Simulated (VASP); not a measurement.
# SnO2 (P6_3/mmc) in VASP: notebook, part 2 of 2

VASP 6.6.1. The steps go on from the part before.

### 4 Single point, r2SCAN

This run uses another cell than the first one, of 15.60 Å³/atom.

File POSCAR:

```
SnO2
1.0
    3.1869181612      0.0000000000      0.0000000000
   -1.5934590806      2.7599477972      0.0000000000
    0.0000000000      0.0000000000     10.6447237443
Sn O
2 4
Direct
    0.0000000000      0.0000000000      0.5000000000
    0.0000000000      0.0000000000      0.0000000000
    0.6666666667      0.3333333333      0.4058600000
    0.6666666667      0.3333333333      0.0941400000
    0.3333333333      0.6666666667      0.5941400000
    0.3333333333      0.6666666667      0.9058600000
```

File INCAR.step1:

```
SYSTEM = SnO2
PREC = Accurate
ENCUT = 520
ISMEAR = -1
SIGMA = 0.05
LREAL = .FALSE.
LASPH = .TRUE.
NELM = 100
NBANDS = 35
GGA = PE
ALGO = Normal
EDIFF = 1E-4
LWAVE = .TRUE.
LCHARG = .FALSE.
```

File INCAR.step2:

```
SYSTEM = SnO2
PREC = Accurate
ENCUT = 520
EDIFF = 1E-7
ISMEAR = -1
SIGMA = 0.05
LREAL = .FALSE.
LASPH = .TRUE.
NELM = 100
ALGO = Normal
ISIF = 2
LWAVE = .FALSE.
LCHARG = .FALSE.
METAGGA = R2SCAN
LMIXTAU = .TRUE.
NBANDS = 35
ISTART = 1
```

File KPOINTS:

```
regular mesh
0
G
  7 7 2
  0 0 0
```

Potentials or basis: VASP PAW PBE potentials, release 64 (Sn_d, O).

Started as:

```sh
$ cat potpaw_PBE.64/Sn_d/POTCAR potpaw_PBE.64/O/POTCAR > POTCAR
$ cp INCAR.step1 INCAR
$ mpirun -np 1 vasp_std > vasp.out
$ cp INCAR.step2 INCAR
$ mpirun -np 1 vasp_std > vasp.out
```

OUTCAR:

```text
SYSTEM = SnO2
   PREC = Accurate
   ENCUT = 520
   EDIFF = 1E-7
   ISMEAR = -1
   LREAL = .FALSE.
   LASPH = .TRUE.
   NELM = 100
   ISIF = 2
   METAGGA = R2SCAN
   ISTART = 1

 ion  position               nearest neighbor table
   1  0.000  0.000  0.500-   5 2.10   3 2.10   5 2.10   3 2.10   3 2.10   5 2.10
   2  0.000  0.000  0.000-   6 2.10   4 2.10   6 2.10   4 2.10   4 2.10   6 2.10
   3  0.667  0.333  0.406-   1 2.10   1 2.10   1 2.10
   4  0.667  0.333  0.094-   2 2.10   2 2.10   2 2.10
   5  0.333  0.667  0.594-   1 2.10   1 2.10   1 2.10
   6  0.333  0.667  0.906-   2 2.10   2 2.10   2 2.10

  LATTYP: Found a hexagonal cell.
 ALAT       =     3.1869181612
 C/A-ratio  =     3.3401308744

  Lattice vectors:

 A1 = (   3.1869181612,   0.0000000000,   0.0000000000)
 A2 = (  -1.5934590806,   2.7599477972,   0.0000000000)
 A3 = (   0.0000000000,   0.0000000000,  10.6447237443)

Analysis of symmetry for initial positions (statically):
=====================================================================
 Subroutine PRICEL returns:
 Original cell was already a primitive cell.

 Routine SETGRP: Setting up the symmetry group for a
 hexagonal supercell.

 Subroutine GETGRP returns: Found 24 space group operations
 (whereof 12 operations were pure point group operations)
 out of a pool of 24 trial point group operations.

The static configuration has the point symmetry D_3d.
 The point group associated with its full space group is D_6h.

Analysis of symmetry for dynamics (positions and initial velocities):
=====================================================================
 Subroutine PRICEL returns:
 Original cell was already a primitive cell.

 Routine SETGRP: Setting up the symmetry group for a
 hexagonal supercell.

 Subroutine GETGRP returns: Found 24 space group operations
 (whereof 12 operations were pure point group operations)
 out of a pool of 24 trial point group operations.

The dynamic configuration has the point symmetry D_3d.
 The point group associated with its full space group is D_6h.

 Subroutine INISYM returns: Found 24 space group operations
 (whereof 12 operations are pure point group operations),
 and found     1 'primitive' translations

----------------------------------------------------------------------------------------

                                     Primitive cell

  volume of cell :      93.6281

  direct lattice vectors                    reciprocal lattice vectors
     3.186918161  0.000000000  0.000000000     0.313782767  0.181162847  0.000000000
    -1.593459081  2.759947797  0.000000000     0.000000000  0.362325694  0.000000000
     0.000000000  0.000000000 10.644723744     0.000000000  0.000000000  0.093943255

  length of vectors
     3.186918161  3.186914446 10.644723744     0.362325271  0.362325694  0.093943255

  position of ions in fractional coordinates (direct lattice)
     0.000000000  0.000000000  0.500000000
     0.000000000  0.000000000  0.000000000
     0.666666667  0.333333333  0.405860000
     0.666666667  0.333333333  0.094140000
     0.333333333  0.666666667  0.594140000
     0.333333333  0.666666667  0.905860000

[... 32 lines left out ...]

 Found     16 irreducible k-points:

 Following reciprocal coordinates:
            Coordinates               Weight
  0.000000  0.000000  0.000000      1.000000
  0.142857  0.000000  0.000000      6.000000
  0.285714 -0.000000  0.000000      6.000000
  0.428571  0.000000  0.000000      6.000000
  0.142857  0.142857  0.000000      6.000000
  0.285714  0.142857  0.000000     12.000000
[... 8 lines left out ...]
  0.428571  0.142857  0.500000      6.000000
  0.285714  0.285714  0.500000      6.000000
   k-points           NKPTS =     16   k-points in BZ     NKDIM =     16   number of bands    NBANDS=     35
   number of dos      NEDOS =    301   number of ions     NIONS =      6
   total plane-waves  NPLWV =  46080
   dimension x,y,z NGX =    24 NGY =   24 NGZ =   80
   dimension x,y,z NGXF=    48 NGYF=   48 NGZF=  160
   ions per type =               2   4
   NGX,Y,Z   is equivalent  to a cutoff of  12.52, 12.52, 12.49 a.u.
   NGXF,Y,Z  is equivalent  to a cutoff of  25.04, 25.04, 24.99 a.u.
 SYSTEM =  SnO2
   PREC   = accura    normal or accurate (medium, high low for compatibility)
   ISTART =      1    job   : 0-new  1-cont  2-samecut
   ICHARG =      0    charge: 1-file 2-atom 10-const
   ISPIN  =      1    spin polarized calculation?
   LNONCOLLINEAR =      F non collinear calculations
   LSORBIT =      F    spin-orbit coupling
   LASPH  =      T    aspherical Exc in radial PAW
   ENCUT  =  520.0 eV  38.22 Ry    6.18 a.u.   5.93  5.93 19.79*2*pi/ulx,y,z
   NELM   =    100;   NELMIN=  2; NELMDL=  0     # of ELM steps
   EDIFF  = 0.1E-06   stopping-criterion for ELM
   LREAL  =      F    real-space projection
   EDIFFG = 0.1E-05   stopping-criterion for IOM
   NSW    =      0    number of steps for IOM
   IBRION =     -1    ionic relax: 0-MD 1-quasi-New 2-CG
   NFREE  =      0    steps in history (QN), initial steepest desc. (CG)
   ISIF   =      2    stress and relaxation
   ISYM   =      2    0-nonsym 1-usesym 2-fastsym
   POTIM  = 0.5000    time-step for ionic-motion
   TEBEG  =    0.0;   TEEND  =   0.0 temperature during run
   PSTRESS=    0.0 pullay stress
   NELECT =      52.0000    total number of electrons
   NUPDOWN=      -1.0000    fix difference up-down
   EMIN   =  10.00;   EMAX   =-10.00  energy-range for DOS
   EFERMI =   0.00;   METHOD = LEGACY
   ISMEAR =    -1;   SIGMA  =   0.05  broadening in eV -4-tet -1-fermi 0-gaus
   EFERMI_NEDOS =   21; number of points for ismear=-14 and -15
   IALGO  =     38    algorithm
   IMIX   =      4    mixing-type and parameters
     AMIX     =   0.40;   BMIX     =  1.00
     AMIX_MAG =   1.60;   BMIX_MAG =  1.00
  volume/ion in A,a.u.               =      15.60       105.31
  Fermi-wavevector in a.u.,A,eV,Ry     =   1.345676  2.542959 24.638032  1.810844
  Thomas-Fermi vector in A             =   2.473570
   LORBIT       =      0    0 simple, 1 ext, 2 COOP (PROOUT), +10 PAW based schemes
   METAGGA = R2SCAN    functional components
   LHFCALC =     F    Hartree Fock is set to
   AEXX    =    0.0000 exact exchange contribution
   IVDW    =     0    specifies the selected vdW correction
   LEPSILON=     F    determine dielectric tensor
   LRPA    =     F    only Hartree local field effects (RPA)
 non-spin polarized calculation
  energy-cutoff  :      520.00
  volume of cell :       93.63
 maximum number of plane-waves:      2540
 NGX is ok and might be reduce to    24
   NGX = 11   NGY = 11   NGZ = 39

 number of electron      51.9999984 magnetization

 Free energy of the ion-electron system (eV)
  ---------------------------------------------------
  ext. energy  EPLUGINS =         0.00000000
  ---------------------------------------------------
  free energy    TOTEN  =       -83.17268816 eV

  energy without entropy =      -83.17268816  energy(sigma->0) =      -83.17268816

 E-fermi :   3.1413     XC(G=0): -10.0182

 val. band max:        2.0103887193   @ k =   0.2857   0.1429   0.0000
 cond. band min:       4.9126415446   @ k =   0.0000   0.0000   0.0000
 fundamental gap:      2.9022528253
 Fermi energy:         3.1413136840

 k-point     1 :       0.0000    0.0000    0.0000
  band No.  band energies     occupation
      1     -18.5962      2.00000
      2     -18.5933      2.00000
      3     -18.2604      2.00000
      4     -18.2604      2.00000
      5     -18.2604      2.00000
      6     -18.2603      2.00000
[... 597 lines left out ...]
     34      14.1260      0.00000
     35      14.8611      0.00000

------------------------ aborting loop because EDIFF is reached ----------------------------------------

  FORCE on cell =-STRESS in cart. coord.  units (eV):
  Direction    XX          YY          ZZ          XY          YZ          ZX
  --------------------------------------------------------------------------------------
  -------------------------------------------------------------------------------------
  Total        0.3837541      0.3837529     -0.1809542      0.0000000      0.0000000      0.0000000
  in kB        6.5668552      6.5668348     -3.0965137      0.0000000      0.0000000      0.0000000
  external PRESSURE =       3.3457254 kB  Pullay stress =       0.0000000 kB

 VOLUME and BASIS-vectors are now :
 -----------------------------------------------------------------------------
  energy-cutoff  :      520.00
  volume of cell :       93.63
      direct lattice vectors                 reciprocal lattice vectors
     3.186918161  0.000000000  0.000000000     0.313782767  0.181162847  0.000000000
    -1.593459081  2.759947797  0.000000000     0.000000000  0.362325694  0.000000000
     0.000000000  0.000000000 10.644723744     0.000000000  0.000000000  0.093943255

 POSITION                                       TOTAL-FORCE (eV/Angst)
 -----------------------------------------------------------------------------------
      0.00000      0.00000      5.32236        -0.000000      0.000000      0.000000
      0.00000      0.00000      0.00000        -0.000000      0.000000      0.000000
      1.59346      0.91998      4.32027         0.000000      0.000000      0.079746
      1.59346      0.91998      1.00209        -0.000000      0.000000     -0.079746
     -0.00000      1.83997      6.32446         0.000000     -0.000000     -0.079746
     -0.00000      1.83997      9.64263        -0.000000     -0.000000      0.079746
 -----------------------------------------------------------------------------------
    total drift:                               -0.000000      0.000000      0.000000

  FREE ENERGIE OF THE ION-ELECTRON SYSTEM (eV)
  ---------------------------------------------------
  free  energy   TOTEN  =       -83.1726881633 eV

  energy  without entropy=      -83.1726881632  energy(sigma->0) =      -83.17268816
```

Wall time 2.1 min (1 thread of Intel Xeon 6975P-C (Granite Rapids), shared host); peak memory 0.22 GiB.

What came out:

| Item | Value |
| --- | --- |
| Free energy | -83.1727 eV |
| Pressure | 0.3 GPa |
| Largest force | 0.080 eV/Å |
| Band gap on the k mesh | 2.90 eV (least direct gap 3.34 eV) |

Forces in eV/Å, atoms in the order of the input:
```
Sn   0.000  0.000  0.000
Sn   0.000  0.000  0.000
O    0.000  0.000  0.080
O    0.000  0.000 -0.080
O    0.000  0.000 -0.080
O    0.000  0.000  0.080
```

Levels at points of the mesh, in eV from the valence-band top:
| k point | band 23 | band 24 | band 25 | band 26 | band 27 | band 28 | band 29 | band 30 |
| --- | --- | --- | --- | --- | --- | --- | --- | --- |
| (0.00, 0.00, 0.00) | -0.86 | -0.83 | -0.83 | -0.44 | 2.90 | 3.68 | 6.33 | 6.78 |
| (0.00, 0.00, 0.50) | -0.85 | -0.85 | -0.77 | -0.77 | 3.29 | 3.29 | 6.56 | 6.56 |

Caveat: the PAW data sets were made with another functional, which shifts forces and pressure a little; spin-orbit coupling is left out, which moves the levels of the heavy elements; an odd mesh through Γ misses points on the zone boundary, where band edges can lie.

### 5 Overview

```tsv
cell	gap on the mesh (eV)	pressure (GPa)	largest force (eV/Å)
a = 3.096, b = 3.096, c = 10.340 Å, angles 90.0, 90.0, 120.0°, 6 atoms	3.57	16.5	1.18
a = 3.142, b = 3.142, c = 10.495 Å, angles 90.0, 90.0, 120.0°, 6 atoms	3.22	7.4	0.49
a = 3.187, b = 3.187, c = 10.645 Å, angles 90.0, 90.0, 120.0°, 6 atoms	2.90	0.3	0.08
```

Alike in all rows: task single point; level r2SCAN; potentials or basis VASP PAW PBE potentials, release 64 (Sn_d, O); no spin polarisation; k mesh 7 × 7 × 2; cutoff (eV) 520; smearing fermi-dirac 0.05 eV.

Caveats: the PAW data sets were made with another functional, which shifts forces and pressure a little; spin-orbit coupling is left out, which moves the levels of the heavy elements; an odd mesh through Γ misses points on the zone boundary, where band edges can lie; the cell stands under pressure (at least some runs).

Total energies depend on the potentials used, so only differences within one code and one set of settings carry meaning.
